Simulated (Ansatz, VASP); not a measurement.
**MgO in VASP and in Ansatz**

```
Mg O
1.0
     0.00000    2.10714    2.10714
     2.10714    0.00000    2.10714
     2.10714    2.10714    0.00000
Mg O
1 1
Direct
  0.00000 0.00000 0.00000
  0.50000 0.50000 0.50000
```

Alike in both runs: functional PBEsol; k mesh 16 × 16 × 16; occupations fermi-dirac, width 0.1 eV; no spin polarisation.

Ansatz relaxed the structure, and its values are those at the end. VASP's run is a single point on that final structure, the one shown.

|  | VASP | Ansatz |
| --- | --- | --- |
| version | VASP 6.6.1 | Ansatz 0.2.0 |
| potentials or method | VASP PAW PBE potentials, release 64 (Mg, O) | PAW with Ansatz's default frozen-core files, scalar-relativistic |
| plane-wave cutoff (eV) | 520 | 420 |
| valence electrons in the cell | 8 | 16 |

```tsv
	VASP	Ansatz	Ansatz less VASP
pressure (GPa)	-0.5	0.0	+0.50
```

VASP's potentials were made for PBE, not for PBEsol. VASP's potentials hold 8 valence electrons a cell and Ansatz's 16, so a difference there can come from the potentials and not from the codes.
